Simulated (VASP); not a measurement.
# TaSb (P-6m2) in VASP: electric field gradients with PBEsol

Aim: the electric field gradients of TaSb with PBEsol.

Program: VASP 6.6.1. These are calculated values, not measurements. Logs are shortened: lines on timing, memory, paths and dates and some standing lists are left out, and cuts for length are marked.

## (1) The cell of the first run

The structure is hexagonal, space group P-6m2 (No. 187). Conventional cell: a = 3.543 Å, b = 3.543 Å, c = 3.774 Å, α = 90.00°, β = 90.00°, γ = 120.00°. Ta (site symmetry -6m2) has 6 Sb at 2.78 Å and 6 Ta at 3.54 Å within 3.7 Å. Sb (site symmetry -6m2) has 6 Ta at 2.78 Å and 6 Sb at 3.54 Å within 3.7 Å.

## (2) Electric field gradients, PBEsol

The input, INCAR:

```
PREC = Accurate
ENCUT = 520
EDIFF = 1E-8
ISMEAR = -1
SIGMA = 0.15
LREAL = F
LASPH = T
NELM = 100
ALGO = Normal
ISIF = 2
LWAVE = F
LCHARG = F
GGA = PS
LEFG = T
NBANDS = 15
```

The input, KPOINTS:

```
regular mesh
0
Gamma
  15 15 12
```

The input, POSCAR:

```
TaSb
1.0
    3.5428234342      0.0000000000      0.0000000000
   -1.7714117171      3.0681750952      0.0000000000
    0.0000000000      0.0000000000      3.7743054601
Ta Sb
1 1
Direct
    0.6666666667      0.3333333333      0.5000000000
    0.3333333333      0.6666666667      0.0000000000
```

Potentials or basis: VASP PAW PBE potentials, release 64 (Ta_pv, Sb).

On the command line:

```console
> cat potpaw_PBE.64/Ta_pv/POTCAR potpaw_PBE.64/Sb/POTCAR > POTCAR
> mpirun -np 1 vasp_std > vasp.out
```

OUTCAR:

```text
PREC = Accurate
   ENCUT = 520
   EDIFF = 1E-8
   ISMEAR = -1
   LREAL = F
   LASPH = T
   NELM = 100
   ISIF = 2
   GGA = PS

 ion  position               nearest neighbor table
   1  0.667  0.333  0.500-   2 2.78   2 2.78   2 2.78   2 2.78   2 2.78   2 2.78
   2  0.333  0.667  0.000-   1 2.78   1 2.78   1 2.78   1 2.78   1 2.78   1 2.78

  LATTYP: Found a hexagonal cell.
 ALAT       =     3.5428234342
 C/A-ratio  =     1.0653382903

  Lattice vectors:

 A1 = (   3.5428234342,   0.0000000000,   0.0000000000)
 A2 = (  -1.7714117171,   3.0681750952,   0.0000000000)
 A3 = (   0.0000000000,   0.0000000000,   3.7743054601)

Analysis of symmetry for initial positions (statically):
=====================================================================
 Subroutine PRICEL returns:
 Original cell was already a primitive cell.

 Routine SETGRP: Setting up the symmetry group for a
 hexagonal supercell.

 Subroutine GETGRP returns: Found 12 space group operations
 (whereof 12 operations were pure point group operations)
 out of a pool of 24 trial point group operations.

The static configuration has the point symmetry D_3h.

Analysis of symmetry for dynamics (positions and initial velocities):
=====================================================================
 Subroutine PRICEL returns:
 Original cell was already a primitive cell.

 Routine SETGRP: Setting up the symmetry group for a
 hexagonal supercell.

 Subroutine GETGRP returns: Found 12 space group operations
 (whereof 12 operations were pure point group operations)
 out of a pool of 24 trial point group operations.

The dynamic configuration has the point symmetry D_3h.

 Subroutine INISYM returns: Found 12 space group operations
 (whereof 12 operations are pure point group operations),
 and found     1 'primitive' translations

----------------------------------------------------------------------------------------

                                     Primitive cell

  volume of cell :      41.0267

  direct lattice vectors                    reciprocal lattice vectors
     3.542823434  0.000000000  0.000000000     0.282260750  0.162963320  0.000000000
    -1.771411717  3.068175095  0.000000000     0.000000000  0.325926640  0.000000000
[... 129 lines left out ...]
  free energy    TOTEN  =       -17.10530884 eV

  energy without entropy =      -17.06430395  energy(sigma->0) =      -17.08480639

 E-fermi :   8.3203     XC(G=0): -11.7320

 val. band max:        8.3195975157   @ k =   0.4000   0.1333   0.0000
 cond. band min:       8.3226428287   @ k =   0.4000   0.2000   0.0000
 fundamental gap:      0.0030453131
 Fermi energy:         8.3202793041

 k-point     1 :       0.0000    0.0000    0.0000
  band No.  band energies     occupation
      1     -26.5109      2.00000
      2     -26.3150      2.00000
      3     -26.3150      2.00000
      4      -4.3046      2.00000
      5       5.5889      2.00000
      6       6.7912      1.99993
      7       6.7912      1.99993
      8       7.3837      1.99612
      9       9.4810      0.00087
     10       9.4810      0.00087
     11      13.3611      0.00000
     12      13.3611      0.00000
     13      13.3960      0.00000
     14      15.2076      0.00000
[... 401 lines left out ...]
      2     -26.4485      2.00000
      3     -26.3844      2.00000
      4      -1.1731      2.00000
      5       2.2115      2.00000
      6       4.8796      2.00000
      7       5.5670      2.00000
      8       8.3226      0.99212
      9       8.6408      0.21119
     10      10.1468      0.00001
     11      10.7497      0.00000
     12      14.7401      0.00000
     13      15.0987      0.00000
     14      16.9169      0.00000
     15      18.1261      0.00000

 [... further k-points ...]
[... 5 lines left out ...]
  --------------------------------------------------------------------------------------
  -------------------------------------------------------------------------------------
  Total        0.0583663      0.0583663      0.1020168      0.0000000      0.0000000     -0.0000000
  in kB        2.2793249      2.2793249      3.9839673      0.0000000      0.0000000     -0.0000000
  external PRESSURE =       2.8475390 kB  Pullay stress =       0.0000000 kB

 VOLUME and BASIS-vectors are now :
 -----------------------------------------------------------------------------
  energy-cutoff  :      520.00
  volume of cell :       41.03
      direct lattice vectors                 reciprocal lattice vectors
     3.542823434  0.000000000  0.000000000     0.282260750  0.162963320  0.000000000
    -1.771411717  3.068175095  0.000000000     0.000000000  0.325926640  0.000000000
     0.000000000  0.000000000  3.774305460     0.000000000  0.000000000  0.264949409

 POSITION                                       TOTAL-FORCE (eV/Angst)
 -----------------------------------------------------------------------------------
      1.77141      1.02273      1.88715        -0.000000     -0.000000      0.000000
     -0.00000      2.04545      0.00000         0.000000      0.000000      0.000000
 -----------------------------------------------------------------------------------
    total drift:                               -0.000000      0.000000      0.000000

  FREE ENERGIE OF THE ION-ELECTRON SYSTEM (eV)
  ---------------------------------------------------
  free  energy   TOTEN  =       -17.1053088396 eV

  energy  without entropy=      -17.0643039500  energy(sigma->0) =      -17.08480639

 Electric field gradients (V/A^2)
---------------------------------------------------------------------
 ion       V_xx      V_yy      V_zz      V_xy      V_xz      V_yz
---------------------------------------------------------------------
   1      -7.290    -7.290    14.579    -0.000     0.000    -0.000
   2      22.657    22.657   -45.315    -0.000     0.000     0.000
---------------------------------------------------------------------

 Electric field gradients after diagonalization (V/A^2)
 (convention: |V_zz| > |V_xx| > |V_yy|)
----------------------------------------------------------------------
 ion       V_xx      V_yy      V_zz     asymmetry (V_yy - V_xx)/ V_zz
----------------------------------------------------------------------
   1      -7.290    -7.290    14.579       0.000
   2      22.657    22.657   -45.315       0.000
----------------------------------------------------------------------

           NMR quadrupolar parameters

 Cq : quadrupolar parameter    Cq=e*Q*V_zz/h
 eta: asymmetry parameters     (V_yy - V_xx)/ V_zz
 Q  : nuclear electric quadrupole moment in mb (millibarn)
----------------------------------------------------------------------
 ion       Cq(MHz)       eta       Q (mb)
----------------------------------------------------------------------
   1       0.035       0.000       1.000
   2      -0.110       0.000       1.000
----------------------------------------------------------------------
```

stdout:

```text
POSCAR found type information on POSCAR TaSb
 POSCAR found :  2 types and       2 ions
 scaLAPACK will be used
 -----------------------------------------------------------------------------
|                                                                             |
|                                                                             |
|     You enforced a specific xc type in the INCAR file but a different       |
|     I HOPE YOU KNOW WHAT YOU ARE DOING!                                     |
|                                                                             |
 -----------------------------------------------------------------------------

 LDA part: xc-table for (Slater+PW92), standard interpolation
 POSCAR, INCAR and KPOINTS ok, starting setup
 FFT: planning ... GRIDC
 FFT: planning ... GRID_SOFT
 FFT: planning ... GRID
 WAVECAR not read
 entering main loop
ion   1

ion   2
```

Run time: 79 s. Hardware: 1 thread of Oxide Virtual Turin-like, shared host; peak memory 0.22 GiB.

Results:

- Free energy: -17.1053 eV
- Pressure: 0.3 GPa
- Band gap on the k mesh: zero (band 8 reaches 8.40 eV, above the bottom of band 9 at 8.17 eV)

Stress tensor (GPa, compression positive):
```
0.23 0.00 0.00
0.00 0.23 0.00
0.00 0.00 0.40
```

Electric field gradients, principal values (V/Å²):
```
atom   least  middle  greatest (by size)
1 Ta  -7.290  -7.290              14.579
2 Sb  22.657  22.657             -45.315
```

Caveat: without QUAD_EFG the Cq values of the log hold for a quadrupole moment of 1 mb, not for the nuclei; the PAW data sets were made with another functional, which shifts forces and pressure a little; spin-orbit coupling is left out, which moves the levels of the heavy elements.
